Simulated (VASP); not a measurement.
Crystal: BP.

```
CELL_PARAMETERS angstrom
0.00000 2.15542 2.15542
2.15542 0.00000 2.15542
2.15542 2.15542 0.00000
ATOMIC_POSITIONS crystal
B 0.00000 0.00000 0.00000
P 0.50000 0.50000 0.50000
```

Base run:

```yaml
Program: VASP 6.6.1
Functional: HSE06
Potentials_or_basis: VASP PAW PBE potentials, release 64 (B, P)
Cutoff: 520 eV
k_mesh: 8 × 8 × 8
Occupations: fermi-dirac, width 0.02 eV
Spin: no spin polarisation
```

Its results: band gap on the k mesh zero (bands 4 and 5 overlap by 4.69 eV); pressure -4.4 GPa.

The run is repeated on the same cell with these changes: functional from HSE06 to PBE; k mesh from 8 × 8 × 8 to 10 × 10 × 10. What comes out?

Band gap on the k mesh zero (bands 4 and 5 overlap by 3.87 eV); pressure 0.0 GPa.

Several settings changed at once.

Caveats: the structure was generated, so it needn't be the stable form of BP; the cell stands under tension (at least some runs); the PAW data sets were made with another functional, which shifts forces and pressure a little (at least some runs).
